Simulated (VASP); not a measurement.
A run of VASP 6.6.1 is set up as follows.

File INCAR:

```
SYSTEM = SnSe2
ALGO = Normal
EDIFF = 1E-6
ENCUT = 500
GGA = PE
GGA_COMPAT = .FALSE.
ISIF = 2
ISMEAR = 0
IVDW = 12
LASPH = .TRUE.
LCHARG = .FALSE.
LREAL = .FALSE.
LWAVE = .FALSE.
NBANDS = 20
NELM = 120
PREC = Accurate
SIGMA = 0.03
```

The input KPOINTS:

```
k-points
0
G
  12 12 6
  0 0 0
```

File POSCAR:

```
SnSe2
1.0
    4.2870818412      0.0000000000      0.0000000000
   -2.1435409206      3.7127217825      0.0000000000
    0.0000000000      0.0000000000      5.5933556782
Sn Se
1 2
Direct
    0.0000000000      0.0000000000      0.0000000000
    0.3333333333      0.6666666667      0.2651331237
    0.6666666667      0.3333333333      0.7348668763
```

Potentials or basis: VASP PAW PBE potentials, release 64 (Sn_d, Se).

Launch:

```bash
$ cat potpaw_PBE.64/Sn_d/POTCAR potpaw_PBE.64/Se/POTCAR > POTCAR
$ mpirun -np 1 vasp_std > vasp.out
```

Estimate the dispersion energy per atom.

-0.312 eV.

Predict the pressure.

-6.8 GPa.

Stress tensor (GPa, compression positive):
```
-8.63  0.00  0.00
 0.00 -8.63  0.00
 0.00  0.00 -3.15
```

Caveat: the stress differs along the axes, from -9 to -3 GPa.
